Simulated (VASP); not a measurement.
Write the native input for VASP 6.6.1 that does the following.

- Task: single point
- Functional: r2SCAN
- Dispersion: rVV10
- Potentials or basis: VASP PAW PBE potentials, release 64 (Rb_sv, Cd, I)
- Cutoff: 520 eV
- k mesh: 4 × 4 × 4
- Occupations: fermi-dirac, width 0.03 eV
- Spin: no spin polarisation
- Dipole correction: no
- Further INCAR settings: ALGO = Normal; EDIFF = 1e-07; NBANDS = 29

Crystal: RbCdI3.

```xyz
5
Lattice="5.8962 0.0000 0.0000 0.0000 5.8962 0.0000 0.0000 0.0000 5.8962" Properties=species:S:1:pos:R:3 pbc="T T T"
Rb    0.0000    0.0000    0.0000
Cd    2.9481    2.9481    2.9481
I     2.9481    2.9481    0.0000
I     2.9481    0.0000    2.9481
I     0.0000    2.9481    2.9481
```

One way to write it, as run:

POSCAR

```
RbCdI3
1.0
    5.8961567079      0.0000000000      0.0000000000
    0.0000000000      5.8961567079      0.0000000000
    0.0000000000      0.0000000000      5.8961567079
Rb Cd I
1 1 3
Direct
    0.0000000000      0.0000000000      0.0000000000
    0.5000000000      0.5000000000      0.5000000000
    0.5000000000      0.5000000000      0.0000000000
    0.5000000000      0.0000000000      0.5000000000
    0.0000000000      0.5000000000      0.5000000000
```

INCAR.step1

```
ALGO = Normal
EDIFF = 1E-4
ENCUT = 520
GGA = PE
ISMEAR = -1
LASPH = T
LCHARG = F
LREAL = F
LWAVE = T
NBANDS = 29
NELM = 80
PREC = Accurate
SIGMA = 0.03
```

INCAR.step2

```
ALGO = Normal
BPARAM = 11.95
CPARAM = 0.0093
EDIFF = 1E-7
ENCUT = 520
ISIF = 2
ISMEAR = -1
ISTART = 1
IVDW_NL = 2
LASPH = T
LCHARG = T
LELF = T
LMIXTAU = T
LREAL = F
LUSE_VDW = T
LVHAR = T
LWAVE = F
METAGGA = R2SCAN
NBANDS = 29
NELM = 80
PREC = Accurate
SIGMA = 0.03
```

KPOINTS

```
k-points
0
Gamma
  4 4 4
```

Potentials or basis: VASP PAW PBE potentials, release 64 (Rb_sv, Cd, I).

Command:

```sh
$ cat potpaw_PBE.64/Rb_sv/POTCAR potpaw_PBE.64/Cd/POTCAR potpaw_PBE.64/I/POTCAR > POTCAR
$ cp INCAR.step1 INCAR
$ mpirun -np 1 vasp_std > vasp.out
$ cp INCAR.step2 INCAR
$ mpirun -np 1 vasp_std > vasp.out
```

It gave:

| Property | Result |
| --- | --- |
| Pressure | 0.2 GPa |
| Band gap on the k mesh | 0.19 eV (least direct gap 0.69 eV) |

Caveat: semilocal functionals underestimate gaps, and a narrow one can read as zero; the PAW data sets were made with another functional, which shifts forces and pressure a little; spin-orbit coupling is left out, which moves the levels of the heavy elements.

Wall time 9 min on 1 thread of Intel(R) Xeon(R) Platinum 8259CL CPU @ 2.50GHz (Skylake/Cascade Lake) (shared host), peak memory 0.78 GiB.
